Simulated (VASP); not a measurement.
Input of a VASP 6.6.1 run:

File INCAR:

```
SYSTEM = CsO7
PREC = Accurate
ENCUT = 520
EDIFF = 1E-7
ISMEAR = 0
SIGMA = 0.1
LREAL = .FALSE.
LASPH = .TRUE.
NELM = 100
ALGO = Normal
ISIF = 2
LWAVE = .FALSE.
LCHARG = .FALSE.
GGA = PE
NBANDS = 36
```

File KPOINTS:

```
regular mesh
0
G
  4 4 4
  0 0 0
```

Contents of POSCAR:

```
CsO7
1.0
    0.0000000000      3.4986828763      3.4986828763
    3.4986828763      0.0000000000      3.4986828763
    3.4986828763      3.4986828763      0.0000000000
Cs O
1 7
Direct
    0.0000000000      0.0000000000      0.0000000000
    0.5000000000      0.5000000000      0.5000000000
    0.0000000000      0.0000000000      0.5000000000
    0.5000000000      0.0000000000      0.5000000000
    0.0000000000      0.5000000000      0.5000000000
    0.5000000000      0.5000000000      0.0000000000
    0.0000000000      0.5000000000      0.0000000000
    0.5000000000      0.0000000000      0.0000000000
```

Potentials or basis: VASP PAW PBE potentials, release 64 (Cs_sv, O).

Run with:

```sh
$ cat potpaw_PBE.64/Cs_sv/POTCAR potpaw_PBE.64/O/POTCAR > POTCAR
$ mpirun -np 1 vasp_std > vasp.out
```

Problem. What does it give for the band gap on the k mesh?

Solution. Zero (an odd number of electrons rules out a gap without spin polarisation).

Problem. What does it give for the pressure?

Solution. 1.7 GPa.

Caveat: the k points lie up to 0.39 Å⁻¹ apart, too coarse for converged energies and pressures of a metal; spin-orbit coupling is left out, which moves the levels of the heavy elements; an odd number of electrons without spin polarisation forces a metal; a magnetic or distorted state may lie lower.
